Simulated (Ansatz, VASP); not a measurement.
**Two plane-wave programs on Mo5Rh**

```xyz
6
Lattice="0.0000 3.6448 3.6448 3.6448 0.0000 3.6448 3.6448 3.6448 0.0000" Properties=species:S:1:pos:R:3 pbc="T T T"
Mo    4.5496    2.7400    4.5496
Mo    2.7400    2.7400    2.7400
Mo    5.4673    5.4673    5.4673
Mo    2.7400    4.5496    4.5496
Mo    4.5496    4.5496    2.7400
Rh    0.0000    0.0000    0.0000
```

Change from the starting cell: species swapped into the CaAu5 type (F-43m, No. 216).

Alike in both runs: functional PBE; k mesh 4 × 4 × 4; occupations gaussian, width 0.2 eV; no spin polarisation.

Ansatz relaxed the structure, and its values are those at the end. VASP's run is a single point on that final structure, the one shown.

```csv
,VASP,Ansatz
version,VASP 6.6.1,Ansatz 0.2.0
potentials or method,"VASP PAW PBE potentials, release 64 (Mo_sv, Rh_pv), cutoff 500 eV","scalar-relativistic, plane waves, PAW"
valence electrons in the cell,85,87
```

Ansatz gave:

* gap on the k mesh at the Fermi level (eV): none
* pressure (GPa): -0.1
* rms of the force components (eV/Å): 0.037

Q: Estimate VASP's values.

A: gap on the k mesh at the Fermi level (eV): none; pressure (GPa): 0.4; rms of the force components (eV/Å): 0.033.

A gap of «none» marks a metal or a gap that the smearing closes. VASP's potentials hold 85 valence electrons a cell and Ansatz's 87, so a difference there can come from the potentials and not from the codes.

The k mesh is coarse, so the values compare programs but aren't converged.
